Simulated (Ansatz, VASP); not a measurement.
**Mn: VASP beside Ansatz**

```
Mn
1.0
     2.41544    0.00000    0.00000
    -1.20772    2.09183    0.00000
     0.00000    0.00000    3.90344
Mn
2
Cartesian
  0.0000 1.3946 0.9759
  1.2077 0.6973 2.9276
```

Alike in both runs: task single point; functional PBE; k mesh 24 × 24 × 13; occupations fermi-dirac, width 0.1 eV; no spin polarisation.

```csv
,VASP,Ansatz
version,VASP 6.6.1,Ansatz 0.2.0
potentials or method,"VASP PAW PBE potentials, release 64 (Mn_pv), cutoff 520 eV","plane waves (420 eV) with PAW, scalar-relativistic"
valence electrons in the cell,26,30
```

```tsv
	VASP	Ansatz	Ansatz less VASP
pressure (GPa)	28.0	28.0	+0.07
traceless stress, the component that is largest in VASP (GPa)	-0.10	0.00	+0.098
```

With one functional, cell and mesh, what is left measures potentials, basis and numerics. VASP's potentials hold 26 valence electrons a cell and Ansatz's 30, so a difference there can come from the potentials and not from the codes.
